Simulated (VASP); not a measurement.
A run of VASP 6.6.1 is set up as follows.

File POSCAR:

```
Li
1.0
   -1.7662705373      1.7662705373      1.7662705373
    1.7662705373     -1.7662705373      1.7662705373
    1.7662705373      1.7662705373     -1.7662705373
Li
1
Direct
    0.0000000000      0.0000000000      0.0000000000
```

INCAR.step1

```
ALGO     = Normal         # electronic algorithm
EDIFF    = 1E-5           # SCF threshold, eV
ENCUT    = 830            # plane-wave cutoff, eV
GGA      = PE             # functional
GGA_COMPAT= F            
ISMEAR   = -1             # smearing method
LASPH    = T              # aspherical terms in the spheres
LCHARG   = F              # write CHGCAR
LREAL    = F              # projectors in reciprocal space
LWAVE    = T              # write WAVECAR
NBANDS   = 8              # bands
NELM     = 120            # most SCF steps
PREC     = Accurate       # precision mode
SIGMA    = 0.05           # smearing width, eV
```

INCAR.step2

```
ALGO     = Normal         # electronic algorithm
EDIFF    = 1E-6           # SCF threshold, eV
ENCUT    = 830            # plane-wave cutoff, eV
GGA_COMPAT= F            
ISIF     = 2              # what is computed and relaxed
ISMEAR   = -1             # smearing method
ISTART   = 1            
LASPH    = T              # aspherical terms in the spheres
LCHARG   = F              # write CHGCAR
LMIXTAU  = T            
LREAL    = F              # projectors in reciprocal space
LWAVE    = F              # write WAVECAR
METAGGA  = R2SCAN         # meta-GGA
NBANDS   = 8              # bands
NELM     = 120            # most SCF steps
PREC     = Accurate       # precision mode
SIGMA    = 0.05           # smearing width, eV
```

Contents of KPOINTS:

```
k-points
0
Gamma
  11 11 11
```

Potentials or basis: VASP PAW PBE potentials, release 64 (Li_sv).

Command:

```bash
$ cat potpaw_PBE.64/Li_sv/POTCAR > POTCAR
$ cp INCAR.step1 INCAR
$ mpirun -np 1 vasp_std > vasp.out
$ cp INCAR.step2 INCAR
$ mpirun -np 1 vasp_std > vasp.out
```

(1) Predict the pressure.

Answers

(1) -0.6 GPa.

Caveat: the PAW data sets were made with another functional, which shifts forces and pressure a little.
